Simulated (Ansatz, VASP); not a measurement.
Mg3Cd2Se5: VASP beside Ansatz

```xyz
10
Lattice="1.9815 1.1440 16.1879 -1.9815 1.1440 16.1879 0.0000 -2.2880 16.1879" Properties=species:S:1:pos:R:3 pbc="T T T"
Mg    0.0000    0.0000    0.0000
Mg    0.0000    0.0000   29.2188
Mg    0.0000    0.0000   19.3449
Cd    0.0000    0.0000    9.7755
Cd    0.0000    0.0000   38.7882
Se    0.0000    0.0000   14.6110
Se    0.0000    0.0000   43.8503
Se    0.0000    0.0000   24.2819
Se    0.0000    0.0000    4.7135
Se    0.0000    0.0000   33.9527
```

Alike in both runs: functional PBE; k mesh 6 × 6 × 6; occupations gaussian, width 0.1 eV; no spin polarisation.

Ansatz relaxed the structure, and its values are those at the end. VASP's run is a single point on that final structure, the one shown.

|  | VASP | Ansatz |
| --- | --- | --- |
| version | VASP 6.6.1 | Ansatz 0.2.0 |
| potentials or method | VASP PAW PBE potentials, release 64 (Mg, Cd, Se), cutoff 520 eV | scalar-relativistic, plane waves, PAW |
| valence electrons in the cell | 60 | 150 |

VASP gave:

```
gap on the k mesh at the Fermi level (eV) : 0.45
least direct gap on the mesh (eV)         : 0.82
pressure (GPa)                            : 0.1
rms of the force components (eV/Å)        : 0.017
```

Question: What did Ansatz give for the same quantities?

Answer: gap on the k mesh at the Fermi level (eV): 0.47; least direct gap on the mesh (eV): 0.83; pressure (GPa): 0.0; rms of the force components (eV/Å): 0.008.

With one functional, cell and mesh, what is left measures potentials, basis and numerics. VASP's potentials hold 60 valence electrons a cell and Ansatz's 150, so a difference there can come from the potentials and not from the codes.
